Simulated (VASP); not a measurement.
Runs of VASP 6.6.1 on HfSbAu4. The structure is that of space group F-43m (No. 216), or close to it. The cells are those of the table. 

```csv
task,cell,k mesh,cutoff (eV),gap on the mesh (eV),pressure (GPa),largest force (eV/Å)
single point,"a = 5.679 Å, angles 60.0°, 6 atoms",4 × 4 × 4,520,none,(a),1.25
single point,"a = 5.558 Å, angles 60.0°, 6 atoms",4 × 4 × 4,520,none,-0.5,-
single point,"a = 5.560 Å, angles 60.0°, 6 atoms",8 × 8 × 8,520,none,-0.5,-
relaxation of cell and atoms,"relaxed from a = 5.679 Å, angles 60.0°, 6 atoms",4 × 4 × 4,600,none,-0.3,0.03
```

Alike in all rows: level PBE; potentials or basis VASP PAW PBE potentials, release 64 (Hf_pv, Sb, Au); no spin polarisation; smearing gaussian 0.1 eV.

**Question.** Estimate the missing entries.

**Answer.** (a) -6.3.

Caveats: spin-orbit coupling is left out, which moves the levels of the heavy elements; forces of over 1 eV/Å act on the atoms, so gaps and moduli don't describe the material at rest (some runs).

A k mesh can miss the band edges, and the runs leave out spin-orbit coupling on Au, Hf, Sb.

A gap of «none» marks levels without a gap at the run's occupations.
